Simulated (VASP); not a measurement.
# SrO (qlda) (Fm-3m) in VASP: vibrations by perturbation theory with LDA

Aim: the vibrations by perturbation theory of SrO (qlda) with LDA.

Everything below comes from runs of VASP 6.6.1. Logs are shortened: lines on timing, memory, paths and dates and some standing lists are left out, and cuts for length are marked.

## 1. The cell of the first run

Symmetry: Fm-3m, No. 225, cubic system. Conventional cell: a = 5.065 Å, b = 5.065 Å, c = 5.065 Å, α = 90.00°, β = 90.00°, γ = 90.00°. Sr (site symmetry m-3m) has 6 O at 2.53 Å within 3.3 Å. O (site symmetry m-3m) has 6 Sr at 2.53 Å within 3.3 Å.

## 2. Vibrations by perturbation theory, LDA

Input file INCAR:

```
PREC = Accurate
ENCUT = 520
EDIFF = 1E-8
ISMEAR = 0
SIGMA = 0.01
LREAL = F
LASPH = T
NELM = 100
ALGO = Normal
ISIF = 2
LWAVE = F
LCHARG = F
GGA = CA
NBANDS = 15
IBRION = 8
NSW = 1
```

Input file KPOINTS:

```
Automatic mesh
0
Gamma
  8 8 8
```

Input file POSCAR:

```
SrO
1.0
    0.0000000000      2.5323443919      2.5323443919
    2.5323443919      0.0000000000      2.5323443919
    2.5323443919      2.5323443919      0.0000000000
Sr O
1 1
Direct
    0.0000000000      0.0000000000      0.0000000000
    0.5000000000      0.5000000000      0.5000000000
```

Potentials or basis: VASP PAW LDA potentials, release 64 (Sr_sv, O).

Started as:

```bash
$ cat potpaw_LDA.64/Sr_sv/POTCAR potpaw_LDA.64/O/POTCAR > POTCAR
$ mpirun -np 1 vasp_std > vasp.out
```

OUTCAR:

```text
PREC = Accurate
   ENCUT = 520
   EDIFF = 1E-8
   ISMEAR = 0
   LREAL = F
   LASPH = T
   NELM = 100
   ISIF = 2
   GGA = CA
   IBRION = 8
   NSW = 1

 ion  position               nearest neighbor table
   1  0.000  0.000  0.000-   2 2.53   2 2.53   2 2.53   2 2.53   2 2.53   2 2.53
   2  0.500  0.500  0.500-   1 2.53   1 2.53   1 2.53   1 2.53   1 2.53   1 2.53

  LATTYP: Found a face centered cubic cell.
 ALAT       =     5.0646887838

  Lattice vectors:

 A1 = (   0.0000000000,   2.5323443919,   2.5323443919)
 A2 = (   2.5323443919,   0.0000000000,   2.5323443919)
 A3 = (   2.5323443919,   2.5323443919,   0.0000000000)

Analysis of symmetry for initial positions (statically):
=====================================================================
 Subroutine PRICEL returns:
 Original cell was already a primitive cell.

 Routine SETGRP: Setting up the symmetry group for a
 face centered cubic supercell.

 Subroutine GETGRP returns: Found 48 space group operations
 (whereof 48 operations were pure point group operations)
 out of a pool of 48 trial point group operations.

The static configuration has the point symmetry O_h .

Analysis of symmetry for dynamics (positions and initial velocities):
=====================================================================
 Subroutine PRICEL returns:
 Original cell was already a primitive cell.

 Routine SETGRP: Setting up the symmetry group for a
 face centered cubic supercell.

 Subroutine GETGRP returns: Found 48 space group operations
 (whereof 48 operations were pure point group operations)
 out of a pool of 48 trial point group operations.

The dynamic configuration has the point symmetry O_h .

 Subroutine INISYM returns: Found 48 space group operations
 (whereof 48 operations are pure point group operations),
 and found     1 'primitive' translations

----------------------------------------------------------------------------------------

                                     Primitive cell

  volume of cell :      32.4787

  direct lattice vectors                    reciprocal lattice vectors
     0.000000000  2.532344392  2.532344392    -0.197445498  0.197445498  0.197445498
     2.532344392  0.000000000  2.532344392     0.197445498 -0.197445498  0.197445498
     2.532344392  2.532344392  0.000000000     0.197445498  0.197445498 -0.197445498

  length of vectors
     3.581275784  3.581275784  3.581275784     0.341985635  0.341985635  0.341985635

  position of ions in fractional coordinates (direct lattice)
     0.000000000  0.000000000  0.000000000
     0.500000000  0.500000000  0.500000000

  ion indices of the primitive-cell ions
   primitive index   ion index
                 1           1
                 2           2

----------------------------------------------------------------------------------------

 KPOINTS: Automatic mesh

Automatic generation of k-mesh.
 Grid dimensions read from file:
 generate k-points for:    8    8    8

 Generating k-lattice:

  Cartesian coordinates                     Fractional coordinates (reciprocal lattice)
    -0.024680687  0.024680687  0.024680687     0.125000000  0.000000000  0.000000000
     0.024680687 -0.024680687  0.024680687     0.000000000  0.125000000  0.000000000
     0.024680687  0.024680687 -0.024680687     0.000000000  0.000000000  0.125000000

  Length of vectors
     0.042748204  0.042748204  0.042748204

  Shift w.r.t. Gamma in fractional coordinates (k-lattice)
     0.000000000  0.000000000  0.000000000

 Subroutine IBZKPT returns following result:
 ===========================================

 Found     29 irreducible k-points:

 Following reciprocal coordinates:
            Coordinates               Weight
  0.000000  0.000000  0.000000      1.000000
  0.125000  0.000000  0.000000      8.000000
  0.250000  0.000000  0.000000      8.000000
  0.375000  0.000000  0.000000      8.000000
  0.500000  0.000000  0.000000      4.000000
  0.125000  0.125000  0.000000      6.000000
[... 16 lines left out ...]
  0.500000  0.250000  0.125000     48.000000
 -0.375000  0.250000  0.125000     24.000000
 [... further k-points ...]
   k-points           NKPTS =     29   k-points in BZ     NKDIM =     29   number of bands    NBANDS=     15
   number of dos      NEDOS =    301   number of ions     NIONS =      2
   total plane-waves  NPLWV =  21952
   dimension x,y,z NGX =    28 NGY =   28 NGZ =   28
   dimension x,y,z NGXF=    56 NGYF=   56 NGZF=   56
   ions per type =               1   1
   NGX,Y,Z   is equivalent  to a cutoff of  13.00, 13.00, 13.00 a.u.
   NGXF,Y,Z  is equivalent  to a cutoff of  26.00, 26.00, 26.00 a.u.
 SYSTEM =  unknown system
   PREC   = accura    normal or accurate (medium, high low for compatibility)
   ISTART =      0    job   : 0-new  1-cont  2-samecut
   ICHARG =      2    charge: 1-file 2-atom 10-const
   ISPIN  =      1    spin polarized calculation?
   LNONCOLLINEAR =      F non collinear calculations
   LSORBIT =      F    spin-orbit coupling
   LASPH  =      T    aspherical Exc in radial PAW
   ENCUT  =  520.0 eV  38.22 Ry    6.18 a.u.   6.66  6.66  6.66*2*pi/ulx,y,z
   NELM   =    100;   NELMIN=  2; NELMDL= -5     # of ELM steps
   EDIFF  = 0.1E-07   stopping-criterion for ELM
   LREAL  =      F    real-space projection
   EDIFFG = 0.1E-06   stopping-criterion for IOM
   NSW    =      1    number of steps for IOM
   IBRION =      8    ionic relax: 0-MD 1-quasi-New 2-CG
   NFREE  =      0    steps in history (QN), initial steepest desc. (CG)
   ISIF   =      2    stress and relaxation
   ISYM   =      2    0-nonsym 1-usesym 2-fastsym
   POTIM  = 0.5000    time-step for ionic-motion
   TEBEG  =    0.0;   TEEND  =   0.0 temperature during run
   PSTRESS=    0.0 pullay stress
   NELECT =      16.0000    total number of electrons
   NUPDOWN=      -1.0000    fix difference up-down
   EMIN   =  10.00;   EMAX   =-10.00  energy-range for DOS
   EFERMI =   0.00;   METHOD = LEGACY
   ISMEAR =     0;   SIGMA  =   0.01  broadening in eV -4-tet -1-fermi 0-gaus
   EFERMI_NEDOS =   21; number of points for ismear=-14 and -15
   IALGO  =     38    algorithm
   IMIX   =      4    mixing-type and parameters
     AMIX     =   0.40;   BMIX     =  1.00
     AMIX_MAG =   1.60;   BMIX_MAG =  1.00
  volume/ion in A,a.u.               =      16.24       109.59
  Fermi-wavevector in a.u.,A,eV,Ry     =   1.292951  2.443323 22.745162  1.671722
  Thomas-Fermi vector in A             =   2.424627
   LORBIT       =      0    0 simple, 1 ext, 2 COOP (PROOUT), +10 PAW based schemes
   GGA     = CA    functional components
   LHFCALC =     F    Hartree Fock is set to
   AEXX    =    0.0000 exact exchange contribution
   IVDW    =     0    specifies the selected vdW correction
   LEPSILON=     F    determine dielectric tensor
   LRPA    =     F    only Hartree local field effects (RPA)
 non-spin polarized calculation
 Gauss-broadening in eV      SIGMA  =   0.01
  energy-cutoff  :      520.00
  volume of cell :       32.48
 maximum number of plane-waves:       893
   NGX = 13   NGY = 13   NGZ = 13

--------------------------------------- Ionic step        1  -------------------------------------------

 number of electron      15.9999995 magnetization

 Free energy of the ion-electron system (eV)
  ---------------------------------------------------
  ext. energy  EPLUGINS =         0.00000000
  ---------------------------------------------------
  free energy    TOTEN  =       -13.38679947 eV

  energy without entropy =      -13.38679947  energy(sigma->0) =      -13.38679947

 E-fermi :   1.6252     XC(G=0): -10.7425

 val. band max:        1.5706047979   @ k =   0.0000   0.0000   0.0000
 cond. band min:       4.6307969968   @ k =   0.5000   0.5000   0.0000
 fundamental gap:      3.0601921989
 Fermi energy:         1.6251738699

 k-point     1 :       0.0000    0.0000    0.0000
  band No.  band energies     occupation
      1     -30.3664      2.00000
      2     -13.2478      2.00000
      3     -12.0393      2.00000
      4     -12.0393      2.00000
      5     -12.0393      2.00000
      6       1.5706      2.00000
      7       1.5706      2.00000
      8       1.5706      2.00000
      9       5.7009      0.00000
     10       7.7678      0.00000
     11       7.7678      0.00000
     12       7.7678      0.00000
     13      10.0987      0.00000
     14      10.0987      0.00000
[... 401 lines left out ...]
      2     -14.6131      2.00000
      3     -12.5107      2.00000
      4     -12.3163      2.00000
      5     -11.1276      2.00000
      6      -0.1085      2.00000
      7       0.6498      2.00000
      8       0.7529      2.00000
      9       7.9841      0.00000
     10       8.3519      0.00000
     11      11.2252      0.00000
     12      11.3172      0.00000
     13      13.6080      0.00000
     14      14.9080      0.00000
     15      15.2680      0.00000

 [... further k-points ...]

------------------------ aborting loop because EDIFF is reached ----------------------------------------

  FORCE on cell =-STRESS in cart. coord.  units (eV):
  Direction    XX          YY          ZZ          XY          YZ          ZX
  --------------------------------------------------------------------------------------
  -------------------------------------------------------------------------------------
  Total        0.1668309      0.1668309      0.1668309      0.0000000     -0.0000000     -0.0000000
  in kB        8.2297921      8.2297921      8.2297921      0.0000000     -0.0000000     -0.0000000
  external PRESSURE =       8.2297921 kB  Pullay stress =       0.0000000 kB

 VOLUME and BASIS-vectors are now :
 -----------------------------------------------------------------------------
  energy-cutoff  :      520.00
  volume of cell :       32.48
      direct lattice vectors                 reciprocal lattice vectors
     0.000000000  2.532344392  2.532344392    -0.197445498  0.197445498  0.197445498
     2.532344392  0.000000000  2.532344392     0.197445498 -0.197445498  0.197445498
     2.532344392  2.532344392  0.000000000     0.197445498  0.197445498 -0.197445498

 POSITION                                       TOTAL-FORCE (eV/Angst)
 -----------------------------------------------------------------------------------
      0.00000      0.00000      0.00000         0.000000      0.000000     -0.000000
      2.53234      2.53234      2.53234         0.000000      0.000000      0.000000
 -----------------------------------------------------------------------------------
    total drift:                                0.000000      0.000000      0.000000

  FREE ENERGIE OF THE ION-ELECTRON SYSTEM (eV)
  ---------------------------------------------------
  free  energy   TOTEN  =       -13.3867994657 eV

  energy  without entropy=      -13.3867994657  energy(sigma->0) =      -13.38679947

[... ionic steps 2 to 3 ...]

--------------------------------------- Ionic step        4  -------------------------------------------

------------------------ aborting loop because EDIFF is reached ----------------------------------------

[... ionic steps 5 to 6 ...]

--------------------------------------- Ionic step        7  -------------------------------------------

 Free energy of the ion-electron system (eV)
  ---------------------------------------------------
  ---------------------------------------------------
  free energy    TOTEN  =        -0.35870027 eV

  energy without entropy =       -0.35870027

------------------------ aborting loop because EDIFF is reached ----------------------------------------

 INTERNAL STRAIN TENSOR  FOR ION    2  DIRECTION 1   (eV/Angst):
 -----------------------------------------------------------------------------
     0.00146  0.00000  0.00000
    -0.00000 -0.00439  0.00000
     0.00000  0.00000 -0.00439

 INTERNAL STRAIN TENSOR FOR ION    2 for displacements in x,y,z  (eV/Angst):
          X           Y           Z          XY          YZ          ZX
  --------------------------------------------------------------------------------
  x     0.00000     0.00000     0.00000     0.00000     0.00000     0.00000
  y     0.00000     0.00000     0.00000     0.00000     0.00000     0.00000
  z     0.00000     0.00000     0.00000     0.00000     0.00000     0.00000

 SECOND DERIVATIVES (NOT SYMMETRIZED)
 ------------------------------------
               1X          1Y          1Z          2X          2Y          2Z
  1X    -2.504274    0.000000    0.000000    2.504274    0.000000    0.000000
  1Y     0.000000   -2.504274    0.000000    0.000000    2.504274    0.000000
  1Z     0.000000    0.000000   -2.504274    0.000000    0.000000    2.504274
  2X     2.488628    0.000000    0.000000   -2.488628    0.000000    0.000000
  2Y     0.000000    2.488628    0.000000    0.000000   -2.488628    0.000000
  2Z     0.000000    0.000000    2.488628    0.000000    0.000000   -2.488628

 Eigenvectors and eigenvalues of the dynamical matrix
 ----------------------------------------------------

   1 f  =    6.708136 THz    42.148461 2PiTHz  223.759329 cm-1    27.742608 meV
             X         Y         Z           dx          dy          dz
      0.000000  0.000000  0.000000     0.000000   -0.393994   -0.000000
      2.532344  2.532344  2.532344     0.000000    0.919113   -0.000000
[... 21 lines left out ...]
   6 f/i=    0.007613 THz     0.047831 2PiTHz    0.253927 cm-1     0.031483 meV
             X         Y         Z           dx          dy          dz
      0.000000  0.000000  0.000000    -0.486138    0.753881    0.200255
      2.532344  2.532344  2.532344    -0.208392    0.323164    0.085843

--------------------------------------------------------------------------------------------------------

 ELASTIC MODULI CONTR FROM IONIC RELAXATION (kBar)
 Direction    XX          YY          ZZ          XY          YZ          ZX
 --------------------------------------------------------------------------------
 XX           0.0000      0.0000      0.0000      0.0000      0.0000      0.0000
 YY           0.0000      0.0000      0.0000      0.0000      0.0000      0.0000
 ZZ           0.0000      0.0000      0.0000      0.0000      0.0000      0.0000
 XY           0.0000      0.0000      0.0000      0.0000      0.0000      0.0000
 YZ           0.0000      0.0000      0.0000      0.0000      0.0000      0.0000
 ZX           0.0000      0.0000      0.0000      0.0000      0.0000      0.0000
 --------------------------------------------------------------------------------
```

Wall time 77 s (1 thread of Intel Xeon Platinum 8488C (Sapphire Rapids), shared host); peak memory 0.21 GiB.

Results:

- Highest phonon frequency at Γ, LO-TO splitting left out: 224 cm⁻¹

Phonon frequencies in cm⁻¹ (negative: imaginary):
```tsv
q point	frequencies
(0.000, 0.000, 0.000)	0 0 0 224 224 224
```
